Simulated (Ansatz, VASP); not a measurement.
Cu in VASP and in Ansatz

File INCAR:

```
PREC = Accurate
ENCUT = 520
EDIFF = 1E-6
ISMEAR = 0
SIGMA = 0.15
LREAL = False
LASPH = True
NELM = 60
ALGO = Fast
ISIF = 2
LWAVE = False
LCHARG = False
GGA = PS
NBANDS = 12
```

The input KPOINTS:

```
regular mesh
0
Gamma
  24 24 24
```

POSCAR

```
Cu
1.0
    0.0000000000      1.8087951325      2.0050494044
    1.8087951325      0.0000000000      2.0050494044
    1.8087951325      1.8087951325      0.0000000000
Cu
1
Direct
    0.0000000000      0.0000000000      0.0000000000
```

Input for Ansatz:

```yaml
crystal:
  lattice:
    - [0.0, 1.8087951325, 2.0050494044]
    - [1.8087951325, 0.0, 2.0050494044]
    - [1.8087951325, 1.8087951325, 0.0]
  atoms:
    - { symbol: Cu, position: [0.0, 0.0, 0.0] }
basis:
  ecutwfc: 520.0
kpoints:
  mp_grid: { grid: [24, 24, 24] }
hamiltonian:
  xc: pbesol
  pseudopotentials: { kind: paw, azcp: { folder: soft_1 } }
scf:
  occupations: { method: gaussian, width: 0.15 }
output:
  forces: true
  stress: true
  eigenvalues: true
```

Alike in both runs: task single point; functional PBEsol; k mesh 24 × 24 × 24; occupations gaussian, width 0.15 eV; no spin polarisation.

|  | VASP | Ansatz |
| --- | --- | --- |
| version | VASP 6.6.1 | Ansatz 0.2.0 |
| potentials or method | VASP PAW PBE potentials, release 64 (Cu), cutoff 520 eV | scalar-relativistic, plane waves, PAW |
| valence electrons in the cell | 11 | 19 |

VASP gave:

```
gap on the k mesh at the Fermi level (eV)                     : none
pressure (GPa)                                                : -15.8
traceless stress, the component that is largest in VASP (GPa) : -3.92
```

Question: Which values does Ansatz return?

Answer: gap on the k mesh at the Fermi level (eV): none; pressure (GPa): -16.8; traceless stress, the component that is largest in VASP (GPa): -3.93.

VASP's potentials were made for PBE, not for PBEsol, and Ansatz warns of the same on its side. A gap of «none» marks a metal or a gap that the smearing closes. VASP's potentials hold 11 valence electrons a cell and Ansatz's 19, so a difference there can come from the potentials and not from the codes.
